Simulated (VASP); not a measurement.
# ZnS (P1) in VASP: further runs

Runs on ZnS. Level: PBE. Tasks: single point.

Program: VASP 6.6.1. These are calculated values, not measurements. Logs are shortened: lines on timing, memory, paths and dates and some standing lists are left out, and cuts for length are marked.

## Step 1: The cell of the first run

The typed cell holds 8 atoms: a = 3.849 Å, b = 3.849 Å, c = 10.924 Å, α = 93.37°, β = 86.63°, γ = 90.00°.

## Step 2: Single point, PBE (the part above a cut slid along it)

Input file INCAR:

```
PREC     = Accurate       # precision mode
ENCUT    = 520            # plane-wave cutoff, eV
EDIFF    = 1E-6           # SCF threshold, eV
ISMEAR   = 0              # smearing method
SIGMA    = 0.05           # smearing width, eV
LREAL    = False          # projectors in reciprocal space
LASPH    = True           # aspherical terms in the spheres
NELM     = 60             # most SCF steps
ALGO     = Normal         # electronic algorithm
ISIF     = 2              # what is computed and relaxed
LWAVE    = False          # write WAVECAR
LCHARG   = False          # write CHGCAR
GGA      = PE             # functional
NBANDS   = 46             # bands
```

Input file KPOINTS:

```
Automatic mesh
0
Gamma
  7 7 3
```

Input file POSCAR:

```
ZnS
1.0
   -2.7215639849     -2.7215639849      0.0000000000
    2.7215639849     -2.7215639849      0.0000000000
   -0.9073694326      0.0000000000     10.8862559397
Zn S
4 4
Direct
   -0.1562812500      1.1562812500      0.9375000000
    0.4687437500      0.5312562500      0.1875000000
   -0.0729312500      0.0729312500      0.4375000000
    0.3853937500      0.6146062500      0.6875000000
    0.4479062500      0.0520937500      0.3125000000
   -0.0937687500      0.5937687500      0.5625000000
    0.3645562500      0.1354437500      0.8125000000
   -0.0104187500      0.5104187500      0.0625000000
```

Potentials or basis: VASP PAW PBE potentials, release 64 (Zn, S).

Run with:

```bash
$ cat potpaw_PBE.64/Zn/POTCAR potpaw_PBE.64/S/POTCAR > POTCAR
$ mpirun -np 1 vasp_std > vasp.out
```

OUTCAR:

```text
PREC = Accurate
   ENCUT = 520
   EDIFF = 1E-6
   ISMEAR = 0
   LREAL = False
   LASPH = True
   NELM = 60
   ISIF = 2
   GGA = PE

 ion  position               nearest neighbor table
   1  0.844  0.156  0.938-   8 1.98   7 2.36   7 2.36
   2  0.469  0.531  0.188-   8 2.36   5 2.36   5 2.36   8 2.36
   3  0.927  0.073  0.438-   6 2.36   5 2.36   5 2.36   6 2.36
   4  0.385  0.615  0.688-   6 2.36   7 2.36   6 2.36   7 2.36
   5  0.448  0.052  0.312-   2 2.36   3 2.36   3 2.36   2 2.36
   6  0.906  0.594  0.562-   3 2.36   4 2.36   3 2.36   4 2.36
   7  0.365  0.135  0.812-   4 2.36   1 2.36   1 2.36   4 2.36
   8  0.990  0.510  0.062-   1 1.98   2 2.36   2 2.36

  LATTYP: Found a base centered monoclinic cell.
 ALAT       =     5.4431279698
 B/A-ratio  =     1.0000000000
 C/A-ratio  =     2.0069351983
 COS(beta)  =    -0.0830619744

  Lattice vectors:

 A1 = (   2.7215639849,  -2.7215639849,   0.0000000000)
 A2 = (   2.7215639849,   2.7215639849,   0.0000000000)
 A3 = (  -0.9073694326,   0.0000000000,  10.8862559397)

Analysis of symmetry for initial positions (statically):
=====================================================================
 Subroutine PRICEL returns:
 Original cell was already a primitive cell.

 Routine SETGRP: Setting up the symmetry group for a
 base centered monoclinic supercell.

 Subroutine GETGRP returns: Found  1 space group operations
 (whereof  1 operations were pure point group operations)
 out of a pool of  4 trial point group operations.

The static configuration has the point symmetry C_1 .

Analysis of symmetry for dynamics (positions and initial velocities):
=====================================================================
 Subroutine PRICEL returns:
 Original cell was already a primitive cell.

 Routine SETGRP: Setting up the symmetry group for a
 base centered monoclinic supercell.

 Subroutine GETGRP returns: Found  1 space group operations
 (whereof  1 operations were pure point group operations)
 out of a pool of  4 trial point group operations.

The dynamic configuration has the point symmetry C_1 .

 Subroutine INISYM returns: Found  1 space group operations
 (whereof  1 operations are pure point group operations),
 and found     1 'primitive' translations

----------------------------------------------------------------------------------------

                                     Primitive cell

  volume of cell :     161.2670

  direct lattice vectors                    reciprocal lattice vectors
    -2.721563985 -2.721563985  0.000000000    -0.183717893 -0.183717893 -0.015312886
     2.721563985 -2.721563985  0.000000000     0.183717893 -0.183717893  0.015312886
    -0.907369433  0.000000000 10.886255940     0.000000000  0.000000000  0.091858946

  length of vectors
     3.848872698  3.848872698 10.924005111     0.260267195  0.260267195  0.091858946

  position of ions in fractional coordinates (direct lattice)
     0.843718750  0.156281250  0.937500000
     0.468743750  0.531256250  0.187500000
     0.927068750  0.072931250  0.437500000
     0.385393750  0.614606250  0.687500000
     0.447906250  0.052093750  0.312500000
     0.906231250  0.593768750  0.562500000
     0.364556250  0.135443750  0.812500000
     0.989581250  0.510418750  0.062500000

  ion indices of the primitive-cell ions
   primitive index   ion index
                 1           1
                 2           2
                 3           3
                 4           4
                 5           5
                 6           6
                 7           7
                 8           8

----------------------------------------------------------------------------------------

 KPOINTS: Automatic mesh

Automatic generation of k-mesh.
 Grid dimensions read from file:
 generate k-points for:    7    7    3

 Generating k-lattice:

  Cartesian coordinates                     Fractional coordinates (reciprocal lattice)
    -0.026245413 -0.026245413 -0.002187555     0.142857143  0.000000000  0.000000000
     0.026245413 -0.026245413  0.002187555     0.000000000  0.142857143  0.000000000
     0.000000000  0.000000000  0.030619649     0.000000000  0.000000000  0.333333333

  Length of vectors
     0.037181028  0.037181028  0.030619649

  Shift w.r.t. Gamma in fractional coordinates (k-lattice)
     0.000000000  0.000000000  0.000000000

 Subroutine IBZKPT returns following result:
 ===========================================

 Found     74 irreducible k-points:

 Following reciprocal coordinates:
            Coordinates               Weight
  0.000000  0.000000  0.000000      1.000000
  0.142857  0.000000  0.000000      2.000000
  0.000000  0.142857  0.000000      2.000000
  0.285714  0.000000  0.000000      2.000000
  0.000000  0.285714  0.000000      2.000000
  0.428571  0.000000 -0.000000      2.000000
[... 16 lines left out ...]
 -0.285714  0.285714  0.000000      2.000000
  0.428571  0.428571  0.000000      2.000000
 [... further k-points ...]
   k-points           NKPTS =     74   k-points in BZ     NKDIM =     74   number of bands    NBANDS=     46
   number of dos      NEDOS =    301   number of ions     NIONS =      8
   total plane-waves  NPLWV =  75600
   dimension x,y,z NGX =    30 NGY =   30 NGZ =   84
   dimension x,y,z NGXF=    60 NGYF=   60 NGZF=  168
   ions per type =               4   4
   NGX,Y,Z   is equivalent  to a cutoff of  12.96, 12.96, 12.78 a.u.
   NGXF,Y,Z  is equivalent  to a cutoff of  25.92, 25.92, 25.57 a.u.
 SYSTEM =  unknown system
   PREC   = accura    normal or accurate (medium, high low for compatibility)
   ISTART =      0    job   : 0-new  1-cont  2-samecut
   ICHARG =      2    charge: 1-file 2-atom 10-const
   ISPIN  =      1    spin polarized calculation?
   LNONCOLLINEAR =      F non collinear calculations
   LSORBIT =      F    spin-orbit coupling
   LASPH  =      T    aspherical Exc in radial PAW
   ENCUT  =  520.0 eV  38.22 Ry    6.18 a.u.   7.16  7.16 20.31*2*pi/ulx,y,z
   NELM   =     60;   NELMIN=  2; NELMDL= -5     # of ELM steps
   EDIFF  = 0.1E-05   stopping-criterion for ELM
   LREAL  =      F    real-space projection
   EDIFFG = 0.1E-04   stopping-criterion for IOM
   NSW    =      0    number of steps for IOM
   IBRION =     -1    ionic relax: 0-MD 1-quasi-New 2-CG
   NFREE  =      0    steps in history (QN), initial steepest desc. (CG)
   ISIF   =      2    stress and relaxation
   ISYM   =      2    0-nonsym 1-usesym 2-fastsym
   POTIM  = 0.5000    time-step for ionic-motion
   TEBEG  =    0.0;   TEEND  =   0.0 temperature during run
   PSTRESS=    0.0 pullay stress
   NELECT =      72.0000    total number of electrons
   NUPDOWN=      -1.0000    fix difference up-down
   EMIN   =  10.00;   EMAX   =-10.00  energy-range for DOS
   EFERMI =   0.00;   METHOD = LEGACY
   ISMEAR =     0;   SIGMA  =   0.05  broadening in eV -4-tet -1-fermi 0-gaus
   EFERMI_NEDOS =   21; number of points for ismear=-14 and -15
   IALGO  =     38    algorithm
   IMIX   =      4    mixing-type and parameters
     AMIX     =   0.40;   BMIX     =  1.00
     AMIX_MAG =   1.60;   BMIX_MAG =  1.00
  volume/ion in A,a.u.               =      20.16       136.04
  Fermi-wavevector in a.u.,A,eV,Ry     =   1.251230  2.364482 21.300959  1.565576
  Thomas-Fermi vector in A             =   2.385187
   LORBIT       =      0    0 simple, 1 ext, 2 COOP (PROOUT), +10 PAW based schemes
   GGA     = PE    functional components
   LHFCALC =     F    Hartree Fock is set to
   AEXX    =    0.0000 exact exchange contribution
   IVDW    =     0    specifies the selected vdW correction
   LEPSILON=     F    determine dielectric tensor
   LRPA    =     F    only Hartree local field effects (RPA)
 non-spin polarized calculation
 Gauss-broadening in eV      SIGMA  =   0.05
  energy-cutoff  :      520.00
  volume of cell :      161.27
 maximum number of plane-waves:      4361
 NGX is ok and might be reduce to    30
   NGX = 15   NGY = 15   NGZ = 41

 number of electron      72.0000040 magnetization

 Free energy of the ion-electron system (eV)
  ---------------------------------------------------
  ext. energy  EPLUGINS =         0.00000000
  ---------------------------------------------------
  free energy    TOTEN  =       -26.23238064 eV

  energy without entropy =      -26.23238064  energy(sigma->0) =      -26.23238064

 E-fermi :   2.3952     XC(G=0):  -9.5224

 val. band max:        2.1507506902   @ k =   0.0000   0.0000   0.0000
 cond. band min:       3.8305662498   @ k =   0.0000   0.0000   0.0000
 fundamental gap:      1.6798155595
 Fermi energy:         2.3952138493

 k-point     1 :       0.0000    0.0000    0.0000
  band No.  band energies     occupation
      1     -11.2071      2.00000
      2     -10.6471      2.00000
      3     -10.5541      2.00000
      4      -9.9255      2.00000
      5      -4.9400      2.00000
      6      -4.7425      2.00000
[... 38 lines left out ...]
     45       8.6083      0.00000
     46       8.8630      0.00000

 k-point     2 :       0.1429    0.0000    0.0000
  band No.  band energies     occupation
      1     -11.1095      2.00000
      2     -10.5894      2.00000
      3     -10.4893      2.00000
      4      -9.9285      2.00000
      5      -4.9180      2.00000
      6      -4.7230      2.00000
[... 38 lines left out ...]
     45       8.5538      0.00000
     46       8.8899      0.00000

 k-point     3 :       0.0000    0.1429    0.0000
  band No.  band energies     occupation
      1     -11.1206      2.00000
      2     -10.6025      2.00000
      3     -10.4773      2.00000
      4      -9.9257      2.00000
      5      -4.9333      2.00000
      6      -4.7278      2.00000
[... 1018 lines left out ...]
     45       8.9127      0.00000
     46       9.3750      0.00000

 k-point    24 :       0.4286    0.4286    0.0000
  band No.  band energies     occupation
      1     -10.2540      2.00000
      2     -10.0042      2.00000
      3      -9.9372      2.00000
      4      -9.8733      2.00000
      5      -4.7591      2.00000
      6      -4.6950      2.00000
[... 38 lines left out ...]
     45       9.3497      0.00000
     46       9.6733      0.00000

 [... further k-points ...]
[... 5 lines left out ...]
  --------------------------------------------------------------------------------------
  -------------------------------------------------------------------------------------
  Total        0.6430518      3.4679942      5.4045427     -1.6537077     -3.2511602      3.9778803
  in kB        6.3886763     34.4542907     53.6937701    -16.4294749    -32.3000592     39.5199744
  external PRESSURE =      31.5122457 kB  Pullay stress =       0.0000000 kB

 VOLUME and BASIS-vectors are now :
 -----------------------------------------------------------------------------
  energy-cutoff  :      520.00
  volume of cell :      161.27
      direct lattice vectors                 reciprocal lattice vectors
    -2.721563985 -2.721563985  0.000000000    -0.183717893 -0.183717893 -0.015312886
     2.721563985 -2.721563985  0.000000000     0.183717893 -0.183717893  0.015312886
    -0.907369433  0.000000000 10.886255940     0.000000000  0.000000000  0.091858946

 POSITION                                       TOTAL-FORCE (eV/Angst)
 -----------------------------------------------------------------------------------
     -2.72156     -2.72156     10.20586        -1.135466      2.834821     -2.910173
     -0.00000     -2.72156      2.04117        -0.152130     -0.138494      0.101702
     -2.72156     -2.72156      4.76274        -0.014155     -0.022224     -0.044903
     -0.00000     -2.72156      7.48430         0.018904     -0.113891     -0.103293
     -1.36078     -1.36078      3.40195         0.051814      0.110641      0.056354
     -1.36078     -4.08235      6.12352        -0.057052      0.011482      0.042858
     -1.36078     -1.36078      8.84508        -0.822216      0.015822     -0.275677
     -1.36078     -4.08235      0.68039         2.110300     -2.698158      3.133133
 -----------------------------------------------------------------------------------
    total drift:                                0.000773     -0.000527      0.000402

  FREE ENERGIE OF THE ION-ELECTRON SYSTEM (eV)
  ---------------------------------------------------
  free  energy   TOTEN  =       -26.2323806383 eV

  energy  without entropy=      -26.2323806383  energy(sigma->0) =      -26.23238064
```

It took 4.6 min on 1 thread of Intel Xeon 6975P-C (Granite Rapids), shared host; peak memory 0.52 GiB.

Results:

- Free energy: -26.2324 eV
- Pressure: 3.2 GPa
- Largest force: 4.642 eV/Å
- Band gap on the k mesh: 1.68 eV

Forces in eV/Å, atoms in the order of the input:
```
Zn  -1.135  2.835 -2.910
Zn  -0.152 -0.138  0.102
Zn  -0.014 -0.022 -0.045
Zn   0.019 -0.114 -0.103
S    0.052  0.111  0.056
S   -0.057  0.011  0.043
S   -0.822  0.016 -0.276
S    2.110 -2.698  3.133
```

Caveat: the cell differs from its parent crystal (the part above a cut slid along it); the cell stands under pressure; forces of over 1 eV/Å act on the atoms, so gaps and moduli don't describe the material at rest.

## Step 3: Single point, PBE (the part above a cut slid along it)

Input file INCAR:

```
SYSTEM = ZnS
  PREC = Accurate
  ENCUT = 520
  EDIFF = 1E-7
  ISMEAR = 0
  SIGMA = 0.05
  LREAL = .FALSE.
  LASPH = .TRUE.
  NELM = 100
  ALGO = Normal
  ISIF = 2
  LWAVE = .FALSE.
  LCHARG = .TRUE.
  GGA = PE
  LELF = .TRUE.
  LVHAR = .TRUE.
  NBANDS = 46
```

Input file KPOINTS:

```
Automatic mesh
0
G
  7 7 3
  0 0 0
```

Input file POSCAR:

```
ZnS
1.0
   -2.7215639849     -2.7215639849      0.0000000000
    2.7215639849     -2.7215639849      0.0000000000
   -1.3607819924      0.0000000000     10.8862559397
Zn S
4 4
Direct
   -0.2343750000      1.2343750000      0.9375000000
    0.4531250000      0.5468750000      0.1875000000
   -0.1093750000      0.1093750000      0.4375000000
    0.3281250000      0.6718750000      0.6875000000
    0.4218750000      0.0781250000      0.3125000000
   -0.1406250000      0.6406250000      0.5625000000
    0.2968750000      0.2031250000      0.8125000000
   -0.0156250000      0.5156250000      0.0625000000
```

Potentials or basis: VASP PAW PBE potentials, release 64 (Zn, S).

Run with:

```bash
$ cat potpaw_PBE.64/Zn/POTCAR potpaw_PBE.64/S/POTCAR > POTCAR
$ mpirun -np 1 vasp_std > vasp.out
```

Wall time 19 min (1 thread of Intel Xeon 8259CL, shared host); peak memory 0.53 GiB.

It converged, with:

```yaml
Free_energy: -25.4691 eV
Pressure: 4.6 GPa
Largest_force: 5.936 eV/Å
Band_gap_on_the_k_mesh: 1.42 eV
```

Forces in eV/Å, atoms in the order of the input:
```
Zn   0.042  3.799 -4.137
Zn  -0.208 -0.214  0.301
Zn  -0.023 -0.033 -0.056
Zn   0.007 -0.145 -0.184
S    0.092  0.143  0.070
S   -0.076  0.005  0.051
S   -1.147 -0.126 -0.707
S    1.313 -3.430  4.663
```

Stress tensor (GPa, compression positive):
```
 0.65 -0.93  3.48
-0.93  4.51 -3.96
 3.48 -3.96  8.76
```

Levels at points of the mesh, in eV from the valence-band top:
| k point | band 33 | band 34 | band 35 | band 36 | band 37 | band 38 | band 39 | band 40 |
| --- | --- | --- | --- | --- | --- | --- | --- | --- |
| (0.00, 0.00, 0.00) | -1.04 | -0.71 | -0.42 | 0.00 | 1.42 | 3.04 | 3.31 | 3.77 |

Caveat: the cell differs from its parent crystal (the part above a cut slid along it); the stress differs along the axes, from 1 to 9 GPa; forces of over 1 eV/Å act on the atoms, so gaps and moduli don't describe the material at rest.
